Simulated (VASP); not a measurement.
# GaP (F-43m) in VASP: notebook, part 3 of 3

VASP 6.6.1. Earlier steps stand in the parts before.

### 5 Relaxation of the atoms, r2SCAN

This run uses another cell than the first one, of 19.04 Å³/atom.

The input, POSCAR:

```
GaP
1.0
    0.0000000000      2.6700725400      2.6700725400
    2.6700725400      0.0000000000      2.6700725400
    2.6700725400      2.6700725400      0.0000000000
Ga P
1 1
Direct
    0.0000000000      0.0000000000      0.0000000000
    0.2500000000      0.2500000000      0.2500000000
```

The input, INCAR.step1:

```
  PREC = Accurate
  ENCUT = 520
  ISMEAR = -1
  SIGMA = 0.02
  LREAL = F
  LASPH = T
  NELM = 60
  GGA = PE
  ALGO = Normal
  EDIFF = 1E-4
  LWAVE = T
  LCHARG = F
```

The input, INCAR.step2:

```
  PREC = Accurate
  ENCUT = 520
  EDIFF = 1E-6
  ISMEAR = -1
  SIGMA = 0.02
  LREAL = F
  LASPH = T
  NELM = 60
  ALGO = Normal
  ISIF = 2
  LWAVE = F
  LCHARG = F
  METAGGA = R2SCAN
  LMIXTAU = T
  IBRION = 2
  NSW = 50
  EDIFFG = -0.01
  ISTART = 1
```

The input, KPOINTS:

```
Automatic mesh
0
Gamma
  10 10 10
```

Potentials or basis: VASP PAW PBE potentials, release 64 (Ga_d, P).

On the command line:

```sh
$ cat potpaw_PBE.64/Ga_d/POTCAR potpaw_PBE.64/P/POTCAR > POTCAR
$ cp INCAR.step1 INCAR
$ mpirun -np 1 vasp_std > vasp.out
$ cp INCAR.step2 INCAR
$ mpirun -np 1 vasp_std > vasp.out
```

OUTCAR:

```text
PREC = Accurate
   ENCUT = 520
   EDIFF = 1E-6
   ISMEAR = -1
   LREAL = F
   LASPH = T
   NELM = 60
   ISIF = 2
   METAGGA = R2SCAN
   IBRION = 2
   NSW = 50
   EDIFFG = -0.01
   ISTART = 1

 ion  position               nearest neighbor table
   1  0.000  0.000  0.000-   2 2.31   2 2.31   2 2.31   2 2.31
   2  0.250  0.250  0.250-   1 2.31   1 2.31   1 2.31   1 2.31

  LATTYP: Found a face centered cubic cell.
 ALAT       =     5.3401450800

  Lattice vectors:

 A1 = (   0.0000000000,   2.6700725400,   2.6700725400)
 A2 = (   2.6700725400,   0.0000000000,   2.6700725400)
 A3 = (   2.6700725400,   2.6700725400,   0.0000000000)

Analysis of symmetry for initial positions (statically):
=====================================================================
 Subroutine PRICEL returns:
 Original cell was already a primitive cell.

 Routine SETGRP: Setting up the symmetry group for a
 face centered cubic supercell.

 Subroutine GETGRP returns: Found 24 space group operations
 (whereof 24 operations were pure point group operations)
 out of a pool of 48 trial point group operations.

The static configuration has the point symmetry T_d .

Analysis of symmetry for dynamics (positions and initial velocities):
=====================================================================
 Subroutine PRICEL returns:
 Original cell was already a primitive cell.

 Routine SETGRP: Setting up the symmetry group for a
 face centered cubic supercell.

 Subroutine GETGRP returns: Found 24 space group operations
 (whereof 24 operations were pure point group operations)
 out of a pool of 48 trial point group operations.

The dynamic configuration has the point symmetry T_d .

 Subroutine INISYM returns: Found 24 space group operations
 (whereof 24 operations are pure point group operations),
 and found     1 'primitive' translations

[... 115 lines left out ...]
  volume/ion in A,a.u.               =      19.04       128.46
  Fermi-wavevector in a.u.,A,eV,Ry     =   1.275359  2.410080 22.130444  1.626542
  Thomas-Fermi vector in A             =   2.408076
   LORBIT       =      0    0 simple, 1 ext, 2 COOP (PROOUT), +10 PAW based schemes
   METAGGA = R2SCAN    functional components
   LHFCALC =     F    Hartree Fock is set to
   AEXX    =    0.0000 exact exchange contribution
   IVDW    =     0    specifies the selected vdW correction
   LEPSILON=     F    determine dielectric tensor
   LRPA    =     F    only Hartree local field effects (RPA)
 conjugate gradient relaxation of ions
 non-spin polarized calculation
  energy-cutoff  :      520.00
  volume of cell :       38.07
 maximum number of plane-waves:      1034
   NGX = 13   NGY = 13   NGZ = 13

 number of electron      17.9999984 magnetization

 Free energy of the ion-electron system (eV)
  ---------------------------------------------------
  ext. energy  EPLUGINS =         0.00000000
  ---------------------------------------------------
  free energy    TOTEN  =       -21.42058836 eV

  energy without entropy =      -21.42058836  energy(sigma->0) =      -21.42058836

 E-fermi :   5.4846     XC(G=0): -10.8528

 val. band max:        5.1144349157   @ k =   0.0000   0.0000   0.0000
 cond. band min:       6.8704440190   @ k =   0.4000   0.4000   0.0000
 fundamental gap:      1.7560091033
 Fermi energy:         5.4846398501

 k-point     1 :       0.0000    0.0000    0.0000
  band No.  band energies     occupation
      1      -9.9914      2.00000
      2      -9.9914      2.00000
      3      -9.9914      2.00000
      4      -9.8559      2.00000
      5      -9.8559      2.00000
      6      -8.4031      2.00000
      7       5.1144      2.00000
      8       5.1144      2.00000
      9       5.1144      2.00000
     10       8.0060      0.00000
     11       9.2799      0.00000
     12       9.2800      0.00000
     13       9.2800      0.00000
[... 354 lines left out ...]
  band No.  band energies     occupation
      1     -10.1252      2.00000
      2      -9.9287      2.00000
      3      -9.9259      2.00000
      4      -9.8895      2.00000
      5      -9.8343      2.00000
      6      -6.1535      2.00000
      7      -0.5820      2.00000
      8       2.1982      2.00000
      9       2.5740      2.00000
     10       7.3506      0.00000
     11       8.5669      0.00000
     12      13.5704      0.00000
     13      13.9776      0.00000

 [... further k-points ...]
[... 5 lines left out ...]
  --------------------------------------------------------------------------------------
  -------------------------------------------------------------------------------------
  Total        1.4583690      1.4583690      1.4583690      0.0000000      0.0000000     -0.0000000
  in kB       61.3732094     61.3732094     61.3732094      0.0000000      0.0000000     -0.0000000
  external PRESSURE =      61.3732094 kB  Pullay stress =       0.0000000 kB

 VOLUME and BASIS-vectors are now :
 -----------------------------------------------------------------------------
  energy-cutoff  :      520.00
  volume of cell :       38.07
      direct lattice vectors                 reciprocal lattice vectors
     0.000000000  2.670072540  2.670072540    -0.187260830  0.187260830  0.187260830
     2.670072540  0.000000000  2.670072540     0.187260830 -0.187260830  0.187260830
     2.670072540  2.670072540  0.000000000     0.187260830  0.187260830 -0.187260830

 POSITION                                       TOTAL-FORCE (eV/Angst)
 -----------------------------------------------------------------------------------
      0.00000      0.00000      0.00000        -0.000000     -0.000000      0.000000
      1.33504      1.33504      1.33504         0.000000      0.000000     -0.000000
 -----------------------------------------------------------------------------------
    total drift:                                0.000007      0.000007      0.000007

  FREE ENERGIE OF THE ION-ELECTRON SYSTEM (eV)
  ---------------------------------------------------
  free  energy   TOTEN  =       -21.4205883600 eV

  energy  without entropy=      -21.4205883600  energy(sigma->0) =      -21.42058836

 reached required accuracy - stopping structural energy minimisation
```

OUTCAR.step1:

```text
PREC = Accurate
   ENCUT = 520
   ISMEAR = -1
   LREAL = F
   LASPH = T
   NELM = 60
[... 602 lines left out ...]
 -----------------------------------------------------------------------------------
      0.00000      0.00000      0.00000        -0.000000     -0.000000     -0.000000
      1.33504      1.33504      1.33504         0.000000      0.000000      0.000000
 -----------------------------------------------------------------------------------
    total drift:                                0.000003      0.000003      0.000003

  FREE ENERGIE OF THE ION-ELECTRON SYSTEM (eV)
  ---------------------------------------------------
  free  energy   TOTEN  =        -9.0370349433 eV

  energy  without entropy=       -9.0370349433  energy(sigma->0) =       -9.03703494
```

Run time: 48 s. Hardware: 1 thread of AMD EPYC 9R45 (Zen 5), shared host; peak memory 0.14 GiB.

What came out:

| Quantity | Value |
| --- | --- |
| Free energy | -21.4206 eV |
| Pressure after relaxing | 6.1 GPa |
| Band gap on the k mesh | 1.76 eV (least direct gap 2.89 eV) |

Final structure:
```
Ga P
1.0
     0.00000    2.67007    2.67007
     2.67007    0.00000    2.67007
     2.67007    2.67007    0.00000
Ga P
1 1
Direct
  0.00000 0.00000 0.00000
  0.25000 0.25000 0.25000
```

Caveat: the relaxation stopped at its first step, so nothing moved; the PAW data sets were made with another functional, which shifts forces and pressure a little. r2SCAN opens gaps a little over a GGA but as a rule still falls short of measured ones.

### 6 Relaxation of the atoms, r2SCAN

This run uses another cell than the first one, of 19.44 Å³/atom.

The input, POSCAR:

```
GaP
1.0
    0.0000000000      2.6888764900      2.6888764900
    2.6888764900      0.0000000000      2.6888764900
    2.6888764900      2.6888764900      0.0000000000
Ga P
1 1
Direct
    0.0000000000      0.0000000000      0.0000000000
    0.2500000000      0.2500000000      0.2500000000
```

The input, INCAR.step1:

```
SYSTEM = GaP
PREC = Accurate
ENCUT = 520
ISMEAR = -1
SIGMA = 0.02
LREAL = .False.
LASPH = .True.
NELM = 80
GGA = PE
ALGO = Normal
EDIFF = 1E-4
LWAVE = .True.
LCHARG = .False.
```

The input, INCAR.step2:

```
SYSTEM = GaP
PREC = Accurate
ENCUT = 520
EDIFF = 1E-7
ISMEAR = -1
SIGMA = 0.02
LREAL = .False.
LASPH = .True.
NELM = 80
ALGO = Normal
ISIF = 2
LWAVE = .False.
LCHARG = .False.
METAGGA = R2SCAN
LMIXTAU = .True.
IBRION = 2
NSW = 50
EDIFFG = -0.01
ISTART = 1
```

The input, KPOINTS:

```
Automatic mesh
0
Gamma
  10 10 10
  0 0 0
```

Potentials or basis: VASP PAW PBE potentials, release 64 (Ga_d, P).

On the command line:

```sh
$ cat potpaw_PBE.64/Ga_d/POTCAR potpaw_PBE.64/P/POTCAR > POTCAR
$ cp INCAR.step1 INCAR
$ mpirun -np 1 vasp_std > vasp.out
$ cp INCAR.step2 INCAR
$ mpirun -np 1 vasp_std > vasp.out
```

It took 67 s on 1 thread of AMD EPYC 9R45 (Zen 5), shared host; peak memory 0.15 GiB.

Results (log left out):

| Property | Result |
| --- | --- |
| Free energy | -21.4459 eV |
| Pressure after relaxing | 3.9 GPa |
| Band gap on the k mesh | 1.80 eV (least direct gap 2.70 eV) |

Final structure:
```yaml
crystal:
  lattice:
    - [0.00000, 2.68888, 2.68888]
    - [2.68888, 0.00000, 2.68888]
    - [2.68888, 2.68888, 0.00000]
  atoms:
    - { symbol: Ga, position: [0.00000, 0.00000, 0.00000] }
    - { symbol: P, position: [0.25000, 0.25000, 0.25000] }
```

Levels at points of the mesh, in eV from the valence-band top:
```csv
k point,band 5,band 6,band 7,band 8,band 9,band 10,band 11,band 12,band 13
"(0.00, 0.00, 0.00)",-14.93,-13.34,0.00,0.00,0.00,2.70,4.18,4.18,4.18
"(0.50, 0.00, 0.00)",-14.93,-11.04,-7.09,-1.23,-1.23,2.17,5.04,5.04,8.92
"(0.50, 0.50, 0.00)",-14.91,-10.05,-7.16,-2.95,-2.95,1.83,2.06,11.67,11.67
```

Caveat: the relaxation stopped at its first step, so nothing moved; the PAW data sets were made with another functional, which shifts forces and pressure a little. r2SCAN opens gaps a little over a GGA but as a rule still falls short of measured ones.

### 7 Overview

```tsv
task	level	potentials or basis	cell	k mesh	cutoff (eV)	gap on the mesh (eV)	pressure (GPa)	relaxed volume (Å³/atom)
relaxation of cell and atoms	PBEsol	VASP PAW PBE potentials, release 64 (Ga_d, P)	relaxed from a = 3.854 Å, angles 60.0°, 2 atoms	8 × 8 × 8	600	1.50	0.0	20.09
relaxation of cell and atoms	LDA	VASP PAW LDA potentials, release 64 (Ga_d, P)	relaxed from a = 3.854 Å, angles 60.0°, 2 atoms	8 × 8 × 8	600	1.43	-0.1	19.61
relaxation of cell and atoms	r2SCAN	VASP PAW PBE potentials, release 64 (Ga_d, P)	relaxed from a = 3.854 Å, angles 60.0°, 2 atoms	8 × 8 × 8	600	1.90	0.0	-
relaxation of the atoms	r2SCAN	VASP PAW PBE potentials, release 64 (Ga_d, P)	atoms relaxed from a = 3.776 Å, angles 60.0°, 2 atoms	10 × 10 × 10	520	1.76	6.1	-
relaxation of the atoms	r2SCAN	VASP PAW PBE potentials, release 64 (Ga_d, P)	atoms relaxed from a = 3.803 Å, angles 60.0°, 2 atoms	10 × 10 × 10	520	1.80	3.9	-
```

Alike in all rows: no spin polarisation; smearing fermi-dirac 0.02 eV.

Caveats: the PAW data sets were made with another functional, which shifts forces and pressure a little (at least some runs); the relaxation stopped at its first step, so nothing moved (at least some runs).

Absolute energies hang on the potentials; compare differences alone.
